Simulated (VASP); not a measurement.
# Fe: single point with PBE

The system is Fe.

```
CELL_PARAMETERS angstrom
3.59500 1.79750 1.79750
1.79750 3.59500 1.79750
1.79750 1.79750 3.59500
ATOMIC_POSITIONS crystal
Fe 0.00000 0.00000 0.00000
Fe 0.50000 0.50000 0.50000
```

| Item | Value |
| --- | --- |
| Program | VASP 6.6.1 |
| Task | single point |
| Functional | PBE |
| Potentials or basis | VASP PAW PBE potentials, release 64 (Fe) |
| Cutoff | 520 eV |
| k mesh | 11 × 11 × 11 |
| Occupations | fermi-dirac, width 0.1 eV |
| Spin | collinear spin |
| Starting moments | [4.0, 0.0] μB |
| Dipole correction | no |
| Further INCAR settings | ALGO = Normal; EDIFF = 1e-06; NBANDS = 19 |

```json
{"Pressure": "-16.7 GPa", "Net moment": "1.84 μB per cell", "Site moments": "Fe +1.93, -0.09 μB", "Valence electrons inside the program's atomic spheres": "Fe 7.20, 7.23"}
```

Stress tensor (GPa, compression positive):
```
-16.68   0.16   0.16
  0.16 -16.68   0.16
  0.16   0.16 -16.68
```

Levels at points of the mesh, in eV from the Fermi level:
Spin up:
| k point | band 6 | band 7 | band 8 | band 9 | band 10 | band 11 | band 12 | band 13 |
| --- | --- | --- | --- | --- | --- | --- | --- | --- |
| (0.00, 0.00, 0.00) | -1.75 | -1.75 | -0.74 | -0.74 | 0.04 | 0.57 | 0.57 | 6.81 |
Spin down:
| k point | band 3 | band 4 | band 5 | band 6 | band 7 | band 8 | band 9 | band 10 | band 11 | band 12 |
| --- | --- | --- | --- | --- | --- | --- | --- | --- | --- | --- |
| (0.00, 0.00, 0.00) | -1.33 | -1.33 | -1.06 | -0.83 | -0.83 | 0.09 | 0.49 | 0.49 | 1.45 | 1.45 |

Run time: 6.9 min on 1 thread of Intel(R) Xeon(R) Platinum 8488C (Sapphire Rapids), with other jobs on the host, peak memory 0.3 GiB.
